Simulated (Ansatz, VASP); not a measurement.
**Two plane-wave programs on Mn**

POSCAR

```
Mn
1.0
   -1.3948927939      1.3948927939      1.3948927939
    1.3948927939     -1.3948927939      1.3948927939
    2.7897855878      2.7897855878     -2.7897855878
Mn
2
Direct
    0.0000000000      0.0000000000      0.0000000000
    0.0000000000      0.0000000000      0.5000000000
```

Contents of INCAR.step1:

```
PREC = Accurate ; ENCUT = 520
ISMEAR = 0 ; SIGMA = 0.05
LREAL = F ; LASPH = T
NELM = 150 ; ISPIN = 2
MAGMOM = 3.5 -3.5 ; LMAXMIX = 4
NBANDS = 24 ; GGA = PE
ALGO = Normal ; EDIFF = 1E-4
LWAVE = T ; LCHARG = F
KPAR = 4
```

INCAR.step2

```
PREC = Accurate ; ENCUT = 520
EDIFF = 1E-7 ; ISMEAR = 0
SIGMA = 0.05 ; LREAL = F
LASPH = T ; NELM = 150
ALGO = Normal ; ISIF = 2
LWAVE = F ; LCHARG = F
ISPIN = 2 ; MAGMOM = 3.5 -3.5
LORBIT = 11 ; LMAXMIX = 4
METAGGA = R2SCAN ; LMIXTAU = T
NBANDS = 24 ; ISTART = 1
KPAR = 4
```

File KPOINTS:

```
regular mesh
0
Gamma
  20 20 10
```

Input for Ansatz:

```yaml
crystal:
  lattice:
    - [-1.3948927939, 1.3948927939, 1.3948927939]
    - [1.3948927939, -1.3948927939, 1.3948927939]
    - [2.7897855878, 2.7897855878, -2.7897855878]
  atoms:
    - { symbol: Mn, position: [0.0, 0.0, 0.0], spin: 3.5 }
    - { symbol: Mn, position: [0.0, 0.0, 0.5], spin: -3.5 }
basis:
  ecutwfc: 500
  ecutrho_ratio: 4
kpoints:
  mp_grid: { grid: [20, 20, 10] }
hamiltonian:
  xc: r2scan
scf:
  occupations: { method: gaussian, width: 0.05 }
output:
  forces: true
  stress: true
  eigenvalues: true
  populations: true
magnetization:
  spin_polarized: true
```

Alike in both runs: task single point; functional r2SCAN; k mesh 20 × 20 × 10; occupations gaussian, width 0.05 eV; collinear spin.

|  | VASP | Ansatz |
| --- | --- | --- |
| version | VASP 6.6.1 | Ansatz 0.2.0 |
| potentials or method | VASP PAW PBE potentials, release 64 (Mn_pv), cutoff 520 eV | scalar-relativistic, plane waves, PAW |
| valence electrons in the cell | 26 | 30 |

|  | VASP | Ansatz | Ansatz less VASP |
| --- | --- | --- | --- |
| gap on the k mesh at the Fermi level (eV) | none | none | - |
| pressure (GPa) | 19.8 | 19.0 | -0.85 |
| traceless stress, the component that is largest in VASP (GPa) | 5.49 | 5.39 | -0.104 |
| net moment per atom (μB) | 0.00 | 0.00 | 0.000 |
| size of the moment on the site where the two differ most (μB) | 2.27 | 2.18 | -0.089 |

VASP's potentials were made for PBE, not for r2SCAN. Site moments also hang on the region over which each program counts them. A gap of «none» marks a metal or a gap that the smearing closes. VASP's potentials hold 26 valence electrons a cell and Ansatz's 30, so a difference there can come from the potentials and not from the codes. Ansatz's warnings: stability check not made.
